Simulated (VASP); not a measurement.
# SiGe3 (P6/mmm) in VASP: further runs, part 2 of 2

VASP 6.6.1. Earlier steps stand in the parts before.

### 3 Single point, PBE

This run uses another cell than the first one, of 18.71 Å³/atom.

INCAR

```
ALGO = Normal
EDIFF = 1E-6
ENCUT = 520
GGA = PE
ISIF = 2
ISMEAR = 0
LASPH = True
LCHARG = True
LELF = True
LREAL = False
LVHAR = True
LWAVE = False
NBANDS = 31
NELM = 80
PREC = Accurate
SIGMA = 0.1
```

KPOINTS

```
k-points
0
Gamma
  6 6 2
```

POSCAR

```
SiGe3
1.0
    2.7868706927     -0.0000000029      0.0000000000
   -1.3934353439      2.4135008184      0.0000000000
    0.0000000000      0.0000000000     11.1291573068
Si Ge
1 3
Direct
    0.0000000000      0.0000000000      0.0000000000
    0.0000000000      0.0000000000      0.2392527208
    0.0000000000      0.0000000000      0.5000000000
    0.0000000000      0.0000000000      0.7607472792
```

Potentials or basis: VASP PAW PBE potentials, release 64 (Si, Ge_d).

On the command line:

```sh
cat potpaw_PBE.64/Si/POTCAR potpaw_PBE.64/Ge_d/POTCAR > POTCAR
mpirun -np 1 vasp_std > vasp.out
```

OUTCAR:

```text
EDIFF = 1E-6
   ENCUT = 520
   GGA = PE
   ISIF = 2
   ISMEAR = 0
   LASPH = True
   LREAL = False
   NELM = 80
   PREC = Accurate

 ion  position               nearest neighbor table
   1  0.000  0.000  0.000-   2 2.66   4 2.66
   2  0.000  0.000  0.239-   1 2.66   3 2.90
   3  0.000  0.000  0.500-   2 2.90   4 2.90
   4  0.000  0.000  0.761-   1 2.66   3 2.90

  LATTYP: Found a hexagonal cell.
 ALAT       =     2.7868706927
 C/A-ratio  =     3.9934243580

  Lattice vectors:

 A1 = (   2.7868706927,  -0.0000000029,   0.0000000000)
 A2 = (  -1.3934353439,   2.4135008184,   0.0000000000)
 A3 = (   0.0000000000,   0.0000000000,  11.1291573068)

Analysis of symmetry for initial positions (statically):
=====================================================================
 Subroutine PRICEL returns:
 Original cell was already a primitive cell.

 Routine SETGRP: Setting up the symmetry group for a
 hexagonal supercell.

 Subroutine GETGRP returns: Found 24 space group operations
 (whereof 24 operations were pure point group operations)
 out of a pool of 24 trial point group operations.

The static configuration has the point symmetry D_6h.

Analysis of symmetry for dynamics (positions and initial velocities):
=====================================================================
 Subroutine PRICEL returns:
 Original cell was already a primitive cell.

 Routine SETGRP: Setting up the symmetry group for a
 hexagonal supercell.

 Subroutine GETGRP returns: Found 24 space group operations
 (whereof 24 operations were pure point group operations)
 out of a pool of 24 trial point group operations.

The dynamic configuration has the point symmetry D_6h.

 Subroutine INISYM returns: Found 24 space group operations
 (whereof 24 operations are pure point group operations),
 and found     1 'primitive' translations

----------------------------------------------------------------------------------------

                                     Primitive cell

  volume of cell :      74.8560

  direct lattice vectors                    reciprocal lattice vectors
     2.786870693 -0.000000003  0.000000000     0.358825403  0.207167943  0.000000000
    -1.393435344  2.413500818  0.000000000     0.000000000  0.414335886  0.000000000
     0.000000000  0.000000000 11.129157307     0.000000000  0.000000000  0.089854063

  length of vectors
     2.786870693  2.786870693 11.129157307     0.414335886  0.414335886  0.089854063

  position of ions in fractional coordinates (direct lattice)
     0.000000000  0.000000000  0.000000000
     0.000000000  0.000000000  0.239252721
     0.000000000  0.000000000  0.500000000
     0.000000000  0.000000000  0.760747279

  ion indices of the primitive-cell ions
   primitive index   ion index
                 1           1
                 2           2
                 3           3
                 4           4

----------------------------------------------------------------------------------------

 KPOINTS: k-points

Automatic generation of k-mesh.
 Grid dimensions read from file:
[... 22 lines left out ...]
  0.000000  0.000000  0.000000      1.000000
  0.166667 -0.000000  0.000000      6.000000
  0.333333 -0.000000  0.000000      6.000000
  0.500000 -0.000000  0.000000      3.000000
  0.166667  0.166667  0.000000      6.000000
  0.333333  0.166667  0.000000     12.000000
  0.333333  0.333333  0.000000      2.000000
  0.000000  0.000000  0.500000      1.000000
  0.166667 -0.000000  0.500000      6.000000
  0.333333 -0.000000  0.500000      6.000000
  0.500000 -0.000000  0.500000      3.000000
  0.166667  0.166667  0.500000      6.000000
  0.333333  0.166667  0.500000     12.000000
  0.333333  0.333333  0.500000      2.000000
   k-points           NKPTS =     14   k-points in BZ     NKDIM =     14   number of bands    NBANDS=     31
   number of dos      NEDOS =    301   number of ions     NIONS =      4
   total plane-waves  NPLWV =  48384
   dimension x,y,z NGX =    24 NGY =   24 NGZ =   84
   dimension x,y,z NGXF=    48 NGYF=   48 NGZF=  168
   ions per type =               1   3
   NGX,Y,Z   is equivalent  to a cutoff of  14.32, 14.32, 12.55 a.u.
   NGXF,Y,Z  is equivalent  to a cutoff of  28.63, 28.63, 25.10 a.u.
 SYSTEM =  unknown system
   PREC   = accura    normal or accurate (medium, high low for compatibility)
   ISTART =      0    job   : 0-new  1-cont  2-samecut
   ICHARG =      2    charge: 1-file 2-atom 10-const
   ISPIN  =      1    spin polarized calculation?
   LNONCOLLINEAR =      F non collinear calculations
   LSORBIT =      F    spin-orbit coupling
   LASPH  =      T    aspherical Exc in radial PAW
   ENCUT  =  520.0 eV  38.22 Ry    6.18 a.u.   5.18  5.18 20.69*2*pi/ulx,y,z
   NELM   =     80;   NELMIN=  2; NELMDL= -5     # of ELM steps
   EDIFF  = 0.1E-05   stopping-criterion for ELM
   LREAL  =      F    real-space projection
   EDIFFG = 0.1E-04   stopping-criterion for IOM
   NSW    =      0    number of steps for IOM
   IBRION =     -1    ionic relax: 0-MD 1-quasi-New 2-CG
   NFREE  =      0    steps in history (QN), initial steepest desc. (CG)
   ISIF   =      2    stress and relaxation
   ISYM   =      2    0-nonsym 1-usesym 2-fastsym
   POTIM  = 0.5000    time-step for ionic-motion
   TEBEG  =    0.0;   TEEND  =   0.0 temperature during run
   PSTRESS=    0.0 pullay stress
   NELECT =      46.0000    total number of electrons
   NUPDOWN=      -1.0000    fix difference up-down
   EMIN   =  10.00;   EMAX   =-10.00  energy-range for DOS
   EFERMI =   0.00;   METHOD = LEGACY
   ISMEAR =     0;   SIGMA  =   0.10  broadening in eV -4-tet -1-fermi 0-gaus
   EFERMI_NEDOS =   21; number of points for ismear=-14 and -15
   IALGO  =     38    algorithm
   IMIX   =      4    mixing-type and parameters
     AMIX     =   0.40;   BMIX     =  1.00
     AMIX_MAG =   1.60;   BMIX_MAG =  1.00
  volume/ion in A,a.u.               =      18.71       126.29
  Fermi-wavevector in a.u.,A,eV,Ry     =   1.391827  2.630172 26.356967  1.937182
  Thomas-Fermi vector in A             =   2.515629
   LORBIT       =      0    0 simple, 1 ext, 2 COOP (PROOUT), +10 PAW based schemes
   GGA     = PE    functional components
   LHFCALC =     F    Hartree Fock is set to
   AEXX    =    0.0000 exact exchange contribution
   IVDW    =     0    specifies the selected vdW correction
   LEPSILON=     F    determine dielectric tensor
   LRPA    =     F    only Hartree local field effects (RPA)
 non-spin polarized calculation
 Gauss-broadening in eV      SIGMA  =   0.10
  energy-cutoff  :      520.00
  volume of cell :       74.86
 maximum number of plane-waves:      2036
 NGX is ok and might be reduce to    24
   NGX = 11   NGY = 11   NGZ = 41

 number of electron      45.9999975 magnetization

 Free energy of the ion-electron system (eV)
  ---------------------------------------------------
  ext. energy  EPLUGINS =         0.00000000
  ---------------------------------------------------
  free energy    TOTEN  =       -17.80211866 eV

  energy without entropy =      -17.79375097  energy(sigma->0) =      -17.79793481

 E-fermi :   6.9365     XC(G=0): -10.9640

 val. band max:        6.7772655055   @ k =   0.5000  -0.0000   0.5000
 cond. band min:       6.9655491441   @ k =   0.1667   0.1667   0.0000
 fundamental gap:      0.1882836386
 Fermi energy:         6.9365247793

 k-point     1 :       0.0000    0.0000    0.0000
  band No.  band energies     occupation
      1     -18.0140      2.00000
      2     -17.9709      2.00000
      3     -17.9709      2.00000
      4     -17.8797      2.00000
      5     -17.8797      2.00000
      6     -17.8737      2.00000
[... 465 lines left out ...]
     30      12.7020      0.00000
     31      12.7020      0.00000

------------------------ aborting loop because EDIFF is reached ----------------------------------------

  FORCE on cell =-STRESS in cart. coord.  units (eV):
  Direction    XX          YY          ZZ          XY          YZ          ZX
  --------------------------------------------------------------------------------------
  -------------------------------------------------------------------------------------
  Total       -0.0207061     -0.0207061     -0.0282824      0.0000000      0.0000000      0.0000000
  in kB       -0.4431813     -0.4431813     -0.6053413      0.0000000      0.0000000      0.0000000
  external PRESSURE =      -0.4972347 kB  Pullay stress =       0.0000000 kB

 VOLUME and BASIS-vectors are now :
 -----------------------------------------------------------------------------
  energy-cutoff  :      520.00
  volume of cell :       74.86
      direct lattice vectors                 reciprocal lattice vectors
     2.786870693 -0.000000003  0.000000000     0.358825403  0.207167943  0.000000000
    -1.393435344  2.413500818  0.000000000     0.000000000  0.414335886  0.000000000
     0.000000000  0.000000000 11.129157307     0.000000000  0.000000000  0.089854063

 POSITION                                       TOTAL-FORCE (eV/Angst)
 -----------------------------------------------------------------------------------
      0.00000      0.00000      0.00000        -0.000000     -0.000000     -0.000000
      0.00000      0.00000      2.66268        -0.000000      0.000000      0.012399
      0.00000      0.00000      5.56458        -0.000000     -0.000000     -0.000000
      0.00000      0.00000      8.46648         0.000000     -0.000000     -0.012399
 -----------------------------------------------------------------------------------
    total drift:                                0.000000      0.000000      0.000000

  FREE ENERGIE OF THE ION-ELECTRON SYSTEM (eV)
  ---------------------------------------------------
  free  energy   TOTEN  =       -17.8021186603 eV

  energy  without entropy=      -17.7937509672  energy(sigma->0) =      -17.79793481
```

OSZICAR:

```text
N       E                     dE             d eps       ncg     rms          rms(c)
DAV:   1     0.383601991196E+03    0.38360E+03   -0.22262E+04  1022   0.388E+03
DAV:   2     0.475312305603E+02   -0.33607E+03   -0.32271E+03   868   0.822E+02
DAV:   3    -0.149068135990E+02   -0.62438E+02   -0.60947E+02  1030   0.186E+02
DAV:   4    -0.177834587212E+02   -0.28766E+01   -0.28708E+01   996   0.459E+01
DAV:   5    -0.178447788218E+02   -0.61320E-01   -0.61310E-01  1032   0.747E+00    0.322E+00
DAV:   6    -0.178105696639E+02    0.34209E-01   -0.74046E-02  1350   0.507E+00    0.186E+00
DAV:   7    -0.178023307406E+02    0.82389E-02   -0.51594E-02  1035   0.218E+00    0.310E-01
DAV:   8    -0.178020609797E+02    0.26976E-03   -0.33282E-03  1087   0.656E-01    0.128E-01
DAV:   9    -0.178021091972E+02   -0.48217E-04   -0.70393E-04  1170   0.382E-01    0.396E-02
DAV:  10    -0.178021199764E+02   -0.10779E-04   -0.83168E-05  1035   0.110E-01    0.658E-03
DAV:  11    -0.178021189320E+02    0.10443E-05   -0.76528E-06  1108   0.384E-02    0.227E-03
DAV:  12    -0.178021186603E+02    0.27173E-06   -0.73675E-07   646   0.925E-03
   1 F= -.17802119E+02 E0= -.17797935E+02  d E =-.836769E-02
```

Run time: 15 s. Hardware: 1 thread of Intel Xeon 6975P-C (Granite Rapids), shared host; peak memory 0.2 GiB.

Results:

```
Free energy            : -17.8021 eV
Pressure               : 0.0 GPa
Largest force          : 0.012 eV/Å
Band gap on the k mesh : zero (bands 23 and 24 overlap by 7.53 eV)
```

Forces in eV/Å, atoms in the order of the input:
```
Si   0.000  0.000  0.000
Ge   0.000  0.000  0.012
Ge   0.000  0.000  0.000
Ge   0.000  0.000 -0.012
```

Caveat: the k points lie up to 0.43 Å⁻¹ apart, too coarse for converged energies and pressures of a metal.
